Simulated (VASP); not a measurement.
Set up this calculation in VASP 6.6.1, as the native input.

```yaml
Task: single point
Functional: PBE
Potentials_or_basis: VASP PAW PBE potentials, release 64 (Rb_sv, Y_sv, Si)
Cutoff: 520 eV
k_mesh: 4 × 4 × 4
Occupations: gaussian, width 0.1 eV
Spin: no spin polarisation
Dipole_correction: no
Further_INCAR_settings: ALGO = Normal; EDIFF = 1e-06; NBANDS = 22
```

The structure of RbYSi2 lies in POSCAR:

```
RbYSi2
1.0
    4.1773566100      0.0000000000      0.0000000000
    0.0000000000      4.1773566100      0.0000000000
    0.0000000000      0.0000000000      4.4622413500
Rb Y Si
1 1 2
Direct
    0.0000000000      0.0000000000      0.5000000000
    0.0000000000      0.0000000000      0.0000000000
    0.5000000000      0.5000000000      0.7465128900
    0.5000000000      0.5000000000      0.2534871100
```

These files were run (other wordings do the same):

INCAR

```
  PREC = Accurate
  ENCUT = 520
  EDIFF = 1E-6
  ISMEAR = 0
  SIGMA = 0.1
  LREAL = False
  LASPH = True
  NELM = 100
  ALGO = Normal
  ISIF = 2
  LWAVE = False
  LCHARG = False
  GGA = PE
  NBANDS = 22
```

KPOINTS

```
regular mesh
0
Gamma
  4 4 4
```

Potentials or basis: VASP PAW PBE potentials, release 64 (Rb_sv, Y_sv, Si).

Launch:

```bash
$ cat potpaw_PBE.64/Rb_sv/POTCAR potpaw_PBE.64/Y_sv/POTCAR potpaw_PBE.64/Si/POTCAR > POTCAR
$ mpirun -np 1 vasp_std > vasp.out
```

Results of the run:

```yaml
Pressure: 32.8 GPa
Largest_force: 1.124 eV/Å
Band_gap_on_the_k_mesh: zero (band 14 reaches 6.38 eV, above the bottom of band 15 at 4.09 eV)
```

Caveat: the k points lie up to 0.38 Å⁻¹ apart; forces of over 1 eV/Å act on the atoms, so gaps and moduli don't describe the material at rest.

It took 27 s on 1 thread of Intel(R) Xeon(R) Platinum 8488C (Sapphire Rapids), on a shared host, peak memory 0.2 GiB.
